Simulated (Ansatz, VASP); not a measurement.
## Br: VASP beside Ansatz

```
CELL_PARAMETERS angstrom
4.82130 0.00000 0.00000
-2.41065 4.17537 0.00000
0.00000 0.00000 8.06947
ATOMIC_POSITIONS crystal
Br 0.00000 0.00000 0.25000
Br 0.00000 0.00000 0.75000
Br 0.33333 0.66667 0.75000
Br 0.66667 0.33333 0.25000
```

Alike in both runs: functional PBEsol; k mesh 12 × 12 × 6; occupations gaussian, width 0.1 eV; no spin polarisation.

Ansatz relaxed the structure, and its values are those at the end. VASP's run is a single point on that final structure, the one shown.

|  | VASP | Ansatz |
| --- | --- | --- |
| version | VASP 6.6.1 | Ansatz 0.2.0 |
| potentials or method | VASP PAW PBE potentials, release 64 (Br), cutoff 520 eV | scalar-relativistic, plane waves, PAW |
| valence electrons in the cell | 28 | 28 |

```csv
,VASP,Ansatz,Ansatz less VASP
gap on the k mesh at the Fermi level (eV),none,none,-
pressure (GPa),0.0,0.0,-0.02
```

VASP's potentials were made for PBE, not for PBEsol. A gap of «none» marks a metal or a gap that the smearing closes. With one functional, cell and mesh, what is left measures potentials, basis and numerics.
